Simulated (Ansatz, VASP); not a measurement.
## IrRu: VASP beside Ansatz

```
Ru Ir
1.0
     2.87660    0.00000    0.00000
    -1.43830    2.49121    0.00000
     0.00000    0.00000    3.88601
Ru Ir
1 1
Direct
  0.66667 0.33333 0.00000
  0.00000 0.00000 0.50000
```

Alike in both runs: task single point; functional LDA; k mesh 24 × 24 × 12; occupations gaussian, width 0.15 eV; no spin polarisation.

```csv
,VASP,Ansatz
version,VASP 6.6.1,Ansatz 0.2.0
potentials or method,"VASP PAW LDA potentials, release 64 (Ru_pv, Ir), cutoff 520 eV","scalar-relativistic, plane waves, PAW"
valence electrons in the cell,23,33
```

|  | VASP | Ansatz | Ansatz less VASP |
| --- | --- | --- | --- |
| gap on the k mesh at the Fermi level (eV) | none | none | - |
| pressure (GPa) | 1.7 | 0.0 | -1.71 |
| traceless stress, the component that is largest in VASP (GPa) | 37.98 | 37.68 | -0.299 |

LDA's correlation is that of Perdew and Zunger in VASP and of Perdew and Wang (1992) in Ansatz. A gap of «none» marks a metal or a gap that the smearing closes. VASP's potentials hold 23 valence electrons a cell and Ansatz's 33, so a difference there can come from the potentials and not from the codes.

Neither program's run includes spin-orbit coupling.
